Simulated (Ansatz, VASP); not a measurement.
NbTe: VASP beside Ansatz

The input INCAR:

```
PREC     = Accurate       # precision mode
ENCUT    = 520            # plane-wave cutoff, eV
EDIFF    = 1E-7           # SCF threshold, eV
ISMEAR   = -1             # smearing method
SIGMA    = 0.05           # smearing width, eV
LREAL    = F              # projectors in reciprocal space
LASPH    = T              # aspherical terms in the spheres
NELM     = 100            # most SCF steps
ALGO     = Normal         # electronic algorithm
ISIF     = 2              # what is computed and relaxed
LWAVE    = F              # write WAVECAR
LCHARG   = F              # write CHGCAR
NBANDS   = 16             # bands
```

Contents of KPOINTS:

```
regular mesh
0
Gamma
  8 8 7
```

Contents of POSCAR:

```
NbTe
1.0
    3.6529280573      0.0000000000      0.0000000000
   -1.8264640286      3.1635284958      0.0000000000
    0.0000000000      0.0000000000      3.6442831093
Te Nb
1 1
Direct
    0.6666666667      0.3333333333      0.0000000000
    0.0000000000      0.0000000000      0.5000000000
```

The input input.yaml:

```yaml
crystal:
  lattice:
    - [3.6529280573, 0.0, 0.0]
    - [-1.8264640286, 3.1635284958, 0.0]
    - [0.0, 0.0, 3.6442831093]
  atoms:
    - { symbol: Te, position: [0.6666666667, 0.3333333333, 0.0] }
    - { symbol: Nb, position: [0.0, 0.0, 0.5] }
kpoints:
  mp_grid: { grid: [8, 8, 7] }
scf:
  occupations: { method: fermi_dirac, width: 0.05 }
hamiltonian:
  xc: lda
  pseudopotentials: { kind: all_electron, lapw: { basis_error: 0.001 } }
output:
  forces: true
  stress: true
  eigenvalues: true
```

Change from the starting cell: volume scaled by 0.96.

Alike in both runs: task single point; functional LDA; k mesh 8 × 8 × 7; occupations fermi-dirac, width 0.05 eV; no spin polarisation.

|  | VASP | Ansatz |
| --- | --- | --- |
| version | VASP 6.6.1 | Ansatz 0.2.0 |
| potentials or method | VASP PAW LDA potentials, release 64 (Te, Nb_sv), cutoff 520 eV | all-electron LAPW, scalar-relativistic |

VASP gave:

- gap on the k mesh at the Fermi level (eV): none
- pressure (GPa): -2.7
- traceless stress, the component that is largest in VASP (GPa): 0.44

Problem. Which values does Ansatz return?

Solution. gap on the k mesh at the Fermi level (eV): none; pressure (GPa): -2.7; traceless stress, the component that is largest in VASP (GPa): 0.48.

LDA's correlation is that of Perdew and Zunger in VASP and of Perdew and Wang (1992) in Ansatz. A gap of «none» marks a metal or a gap that the smearing closes. Ansatz ran all-electron here, and VASP with PAW potentials.

Spin-orbit coupling is off throughout.
